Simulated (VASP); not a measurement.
# Al (R-3m) in VASP: further runs

Runs on Al. Level: PBEsol. Tasks: single point.

Everything below comes from runs of VASP 6.6.1. Logs are shortened: lines on timing, memory, paths and dates and some standing lists are left out, and cuts for length are marked.

### Step 1. The cell of the first run

The structure is trigonal, space group R-3m (No. 166). Conventional cell: a = 4.611 Å, b = 4.611 Å, c = 2.626 Å, α = 90.00°, β = 90.00°, γ = 120.00°. Within 3.5 Å of Al (site symmetry -3m) lie 14 Al at 2.63 to 3.19 Å.

### Step 2. Single point, PBEsol

The input, INCAR:

```
SYSTEM = Al
PREC     = Accurate       ! precision mode
ENCUT    = 520            ! plane-wave cutoff, eV
EDIFF    = 1E-6           ! SCF threshold, eV
ISMEAR   = 0              ! smearing method
SIGMA    = 0.15           ! smearing width, eV
LREAL    = .FALSE.        ! projectors in reciprocal space
LASPH    = .TRUE.         ! aspherical terms in the spheres
NELM     = 60             ! most SCF steps
ALGO     = Fast           ! electronic algorithm
ISIF     = 2              ! what is computed and relaxed
LWAVE    = .FALSE.        ! write WAVECAR
LCHARG   = .FALSE.        ! write CHGCAR
GGA      = PS             ! functional
NBANDS   = 8              ! bands
```

The input, KPOINTS:

```
Automatic mesh
0
G
  24 24 24
  0 0 0
```

The input, POSCAR:

```
Al
1.0
   -1.6682175118      1.5921424462      1.5921424462
    1.5921424462     -1.6682175118      1.5921424462
    1.5921424462      1.5921424462     -1.6682175118
Al
1
Direct
    0.0000000000      0.0000000000      0.0000000000
```

Potentials or basis: VASP PAW PBE potentials, release 64 (Al).

On the command line:

```
cat potpaw_PBE.64/Al/POTCAR > POTCAR
mpirun -np 1 vasp_std > vasp.out
```

OUTCAR:

```text
SYSTEM = Al
   PREC = Accurate
   ENCUT = 520
   EDIFF = 1E-6
   ISMEAR = 0
   LREAL = .FALSE.
   LASPH = .TRUE.
   NELM = 60
   ISIF = 2
   GGA = PS

 ion  position               nearest neighbor table
   1  0.000  0.000  0.000-

  LATTYP: Found a trigonal (rhomboedric) cell.
 ALAT       =     2.8022820709
 COS(alpha) =    -0.3536531715

  Lattice vectors:

 A1 = (  -1.6682175118,   1.5921424462,   1.5921424462)
 A2 = (   1.5921424462,  -1.6682175118,   1.5921424462)
 A3 = (   1.5921424462,   1.5921424462,  -1.6682175118)

Analysis of symmetry for initial positions (statically):
=====================================================================
 Subroutine PRICEL returns:
 Original cell was already a primitive cell.

 Routine SETGRP: Setting up the symmetry group for a
 trigonal (rhombohedral) supercell.

 Subroutine GETGRP returns: Found 12 space group operations
 (whereof 12 operations were pure point group operations)
 out of a pool of 12 trial point group operations.

The static configuration has the point symmetry D_3d.

Analysis of symmetry for dynamics (positions and initial velocities):
=====================================================================
 Subroutine PRICEL returns:
 Original cell was already a primitive cell.

 Routine SETGRP: Setting up the symmetry group for a
 trigonal (rhombohedral) supercell.

 Subroutine GETGRP returns: Found 12 space group operations
 (whereof 12 operations were pure point group operations)
 out of a pool of 12 trial point group operations.

The dynamic configuration has the point symmetry D_3d.

 Subroutine INISYM returns: Found 12 space group operations
 (whereof 12 operations are pure point group operations),
 and found     1 'primitive' translations

----------------------------------------------------------------------------------------

                                     Primitive cell

  volume of cell :      16.1157

  direct lattice vectors                    reciprocal lattice vectors
    -1.668217512  1.592142446  1.592142446     0.015390697  0.322105297  0.322105297
     1.592142446 -1.668217512  1.592142446     0.322105297  0.015390697  0.322105297
     1.592142446  1.592142446 -1.668217512     0.322105297  0.322105297  0.015390697

  length of vectors
     2.802282071  2.802282071  2.802282071     0.455785605  0.455785605  0.455785605

  position of ions in fractional coordinates (direct lattice)
[... 79 lines left out ...]
   EDIFFG = 0.1E-04   stopping-criterion for IOM
   NSW    =      0    number of steps for IOM
   IBRION =     -1    ionic relax: 0-MD 1-quasi-New 2-CG
   NFREE  =      0    steps in history (QN), initial steepest desc. (CG)
   ISIF   =      2    stress and relaxation
   ISYM   =      2    0-nonsym 1-usesym 2-fastsym
   POTIM  = 0.5000    time-step for ionic-motion
   TEBEG  =    0.0;   TEEND  =   0.0 temperature during run
   PSTRESS=    0.0 pullay stress
   NELECT =       3.0000    total number of electrons
   NUPDOWN=      -1.0000    fix difference up-down
   EMIN   =  10.00;   EMAX   =-10.00  energy-range for DOS
   EFERMI =   0.00;   METHOD = LEGACY
   ISMEAR =     0;   SIGMA  =   0.15  broadening in eV -4-tet -1-fermi 0-gaus
   EFERMI_NEDOS =   21; number of points for ismear=-14 and -15
   IALGO  =     68    algorithm
   IMIX   =      4    mixing-type and parameters
     AMIX     =   0.40;   BMIX     =  1.00
     AMIX_MAG =   1.60;   BMIX_MAG =  1.00
  volume/ion in A,a.u.               =      16.12       108.75
  Fermi-wavevector in a.u.,A,eV,Ry     =   0.934757  1.766435 11.888371  0.873771
  Thomas-Fermi vector in A             =   2.061595
   LORBIT       =      0    0 simple, 1 ext, 2 COOP (PROOUT), +10 PAW based schemes
   GGA     = PS    functional components
   LHFCALC =     F    Hartree Fock is set to
   AEXX    =    0.0000 exact exchange contribution
   IVDW    =     0    specifies the selected vdW correction
   LEPSILON=     F    determine dielectric tensor
   LRPA    =     F    only Hartree local field effects (RPA)
 non-spin polarized calculation
 RMM-DIIS sequential band-by-band and
 Gauss-broadening in eV      SIGMA  =   0.15
  energy-cutoff  :      520.00
  volume of cell :       16.12
 maximum number of plane-waves:       450
 NGX is ok and might be reduce to    24

 number of electron       3.0000000 magnetization

 Free energy of the ion-electron system (eV)
  ---------------------------------------------------
  ext. energy  EPLUGINS =         0.00000000
  ---------------------------------------------------
  free energy    TOTEN  =        -3.97335352 eV

  energy without entropy =       -3.96886363  energy(sigma->0) =       -3.97110857

 E-fermi :   8.1997     XC(G=0): -10.3442

 val. band max:        8.1965506036   @ k =  -0.3333   0.5000   0.1667
 cond. band min:       8.2026262164   @ k =   0.4583   0.2500  -0.0000
 fundamental gap:      0.0060756128
 Fermi energy:         8.1997361760

 k-point     1 :       0.0000    0.0000    0.0000
  band No.  band energies     occupation
      1      -3.0942      2.00000
      2      20.8871      0.00000
      3      21.4733      0.00000
      4      21.4733      0.00000
      5      22.2280      0.00000
      6      22.2280      0.00000
      7      24.6363      0.00000
      8      25.2415      0.00000
[... 243 lines left out ...]
 k-point    24 :       0.4583    0.0417   -0.0000
  band No.  band energies     occupation
      1       3.7841      2.00000
      2       5.1376      2.00000
      3      15.3861      0.00000
      4      16.4036      0.00000
      5      18.4797      0.00000
      6      19.8628      0.00000
      7      27.8348      0.00000
      8      29.6983      0.00000

 [... further k-points ...]

------------------------ aborting loop because EDIFF is reached ----------------------------------------

  FORCE on cell =-STRESS in cart. coord.  units (eV):
  Direction    XX          YY          ZZ          XY          YZ          ZX
  --------------------------------------------------------------------------------------
  -------------------------------------------------------------------------------------
  Total        0.2974072      0.2974072      0.2974072      0.3038880      0.3038880      0.3038880
  in kB       29.5673585     29.5673585     29.5673585     30.2116519     30.2116519     30.2116519
  external PRESSURE =      29.5673585 kB  Pullay stress =       0.0000000 kB

 VOLUME and BASIS-vectors are now :
 -----------------------------------------------------------------------------
  energy-cutoff  :      520.00
  volume of cell :       16.12
      direct lattice vectors                 reciprocal lattice vectors
    -1.668217512  1.592142446  1.592142446     0.015390697  0.322105297  0.322105297
     1.592142446 -1.668217512  1.592142446     0.322105297  0.015390697  0.322105297
     1.592142446  1.592142446 -1.668217512     0.322105297  0.322105297  0.015390697

 POSITION                                       TOTAL-FORCE (eV/Angst)
 -----------------------------------------------------------------------------------
      0.00000      0.00000      0.00000        -0.000000      0.000000      0.000000
 -----------------------------------------------------------------------------------
    total drift:                                0.000000      0.000000      0.000000

  FREE ENERGIE OF THE ION-ELECTRON SYSTEM (eV)
  ---------------------------------------------------
  free  energy   TOTEN  =        -3.9733535207 eV

  energy  without entropy=       -3.9688636260  energy(sigma->0) =       -3.97110857
```

stdout:

```text
POSCAR found type information on POSCAR Al
 POSCAR found :  1 types and       1 ions
 scaLAPACK will be used
 -----------------------------------------------------------------------------
|                                                                             |
|                                                                             |
|     You enforced a specific xc type in the INCAR file but a different       |
|     I HOPE YOU KNOW WHAT YOU ARE DOING!                                     |
|                                                                             |
 -----------------------------------------------------------------------------

 LDA part: xc-table for (Slater+PW92), standard interpolation
 POSCAR, INCAR and KPOINTS ok, starting setup
 FFT: planning ... GRIDC
 FFT: planning ... GRID_SOFT
 FFT: planning ... GRID
 WAVECAR not read
 entering main loop
```

Wall time 44 s (1 thread of Intel Xeon 6975P-C (Granite Rapids), shared host); peak memory 0.26 GiB.

Results:

| Item | Value |
| --- | --- |
| Free energy | -3.9734 eV |
| Pressure | 3.0 GPa |

Stress tensor (GPa, compression positive):
```
2.96 3.02 3.02
3.02 2.96 3.02
3.02 3.02 2.96
```

Levels at points of the mesh, in eV from the Fermi level:
| k point | band 1 | band 2 | band 3 | band 4 |
| --- | --- | --- | --- | --- |
| (0.00, 0.00, 0.00) | -11.29 | 12.69 | 13.27 | 13.27 |
| (0.50, 0.00, 0.00) | -4.17 | -3.40 | 7.91 | 8.21 |
| (0.50, 0.50, 0.00) | -4.62 | -4.34 | 8.00 | 8.10 |
| (0.50, 0.50, 0.50) | 1.47 | 2.17 | 2.17 | 2.96 |

Caveat: the PAW data sets were made with another functional, which shifts forces and pressure a little.

### Step 3. Single point, PBEsol

This run uses another cell than the first one, of the same volume but with other edges.

The input, INCAR:

```
ALGO     = Fast           # electronic algorithm
EDIFF    = 1E-7           # SCF threshold, eV
ENCUT    = 520            # plane-wave cutoff, eV
GGA      = PS             # functional
ISIF     = 2              # what is computed and relaxed
ISMEAR   = 0              # smearing method
LASPH    = True           # aspherical terms in the spheres
LCHARG   = False          # write CHGCAR
LREAL    = False          # projectors in reciprocal space
LWAVE    = False          # write WAVECAR
NBANDS   = 8              # bands
NELM     = 100            # most SCF steps
PREC     = Accurate       # precision mode
SIGMA    = 0.15           # smearing width, eV
```

The input, KPOINTS:

```
k-points
0
Gamma
  24 24 24
```

The input, POSCAR:

```
Al
1.0
   -1.5095594323      1.5922750176      1.5922750176
    1.5922750176     -1.5095594323      1.5922750176
    1.5922750176      1.5922750176     -1.5095594323
Al
1
Direct
    0.0000000000      0.0000000000      0.0000000000
```

Potentials or basis: VASP PAW PBE potentials, release 64 (Al).

On the command line:

```
cat potpaw_PBE.64/Al/POTCAR > POTCAR
mpirun -np 1 vasp_std > vasp.out
```

Run time: 49 s. Hardware: 1 thread of Intel Xeon 6975P-C (Granite Rapids), shared host; peak memory 0.24 GiB.

Results (log left out):

| Item | Value |
| --- | --- |
| Free energy | -3.9755 eV |
| Pressure | 2.9 GPa |

Stress tensor (GPa, compression positive):
```
 2.91 -2.19 -2.19
-2.19  2.91 -2.19
-2.19 -2.19  2.91
```

Levels at points of the mesh, in eV from the Fermi level:
| k point | band 1 | band 2 | band 3 | band 4 | band 5 |
| --- | --- | --- | --- | --- | --- |
| (0.00, 0.00, 0.00) | -11.28 | 12.67 | 12.67 | 13.78 | 14.09 |
| (0.50, 0.00, 0.00) | -4.62 | -4.33 | 8.48 | 8.90 | 10.46 |
| (0.50, 0.50, 0.00) | -4.15 | -3.39 | 7.15 | 7.76 | 10.70 |
| (0.50, 0.50, 0.50) | 1.72 | 1.72 | 2.42 | 2.98 | 2.98 |

Caveat: the PAW data sets were made with another functional, which shifts forces and pressure a little.
